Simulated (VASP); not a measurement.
Set up this calculation in VASP 6.6.1, as the native input.

* Task: relaxation of cell and atoms
* Functional: PBE
* Potentials or basis: VASP PAW PBE potentials, release 64 (Li_sv)
* Cutoff: 600 eV
* k mesh: 4 × 4 × 4
* Occupations: gaussian, width 0.1 eV
* Spin: no spin polarisation
* Dipole correction: no
* Further INCAR settings: ALGO = Fast; EDIFF = 1e-06; IBRION = 2; EDIFFG = -0.015; NSW = 100; ISIF = 3

The structure of Li lies in POSCAR:

```
Li
1.0
    5.5457576420      0.0513962155     -0.0613029249
    0.0513962155      5.4243770707     -0.0210889895
   -0.0613029249     -0.0210889895      5.2708791892
Li
8
Direct
    0.5072298986      0.4961953323      0.5051260517
   -0.0013720860      0.0126500429     -0.0074584250
    0.2599097644      0.0125210497      0.4868033818
    0.4949652716      0.2449912786      0.0137129738
    0.5113583145      0.7340193953      0.0075023466
    0.7396065329     -0.0019035858      0.4922264732
   -0.0087035523      0.5024957642      0.7504521723
   -0.0029941437      0.4990307229      0.2516350257
```

One way to write it, as run:

INCAR

```
PREC = Accurate
ENCUT = 600
EDIFF = 1E-6
ISMEAR = 0
SIGMA = 0.1
LREAL = False
LASPH = True
NELM = 80
ALGO = Fast
ISIF = 3
LWAVE = False
LCHARG = False
GGA = PE
IBRION = 2
NSW = 100
EDIFFG = -0.015
```

KPOINTS

```
regular mesh
0
Gamma
  4 4 4
```

Potentials or basis: VASP PAW PBE potentials, release 64 (Li_sv).

Command:

```bash
$ cat potpaw_PBE.64/Li_sv/POTCAR > POTCAR
$ mpirun -np 1 vasp_std > vasp.out
```

Results of the run:

* Relaxed volume: 20.21 Å³/atom
* Relaxed cell: a = 5.440 Å, b = 5.451 Å, c = 5.452 Å, α = 90.06°, β = 90.10°, γ = 90.07°
* Space group after relaxing (to 0.1 Å): Pm-3n (No. 223)
* Energy gained by relaxing: 8.6 meV/atom
* Ionic steps: 11
* Pressure after relaxing: 0.0 GPa
* Largest force after relaxing: 0.013 eV/Å
* Band gap on the k mesh: zero (bands 12 and 13 overlap by 1.13 eV)

Caveat: the cutoff is under 1.25 times the usual one of these potentials, so pressure, stress and relaxed cells hold a basis-set (Pulay) error.

Wall time 19 min on 1 thread of Intel(R) Xeon(R) Platinum 8375C CPU @ 2.90GHz (Ice Lake), with other jobs on the host, peak memory 0.36 GiB.
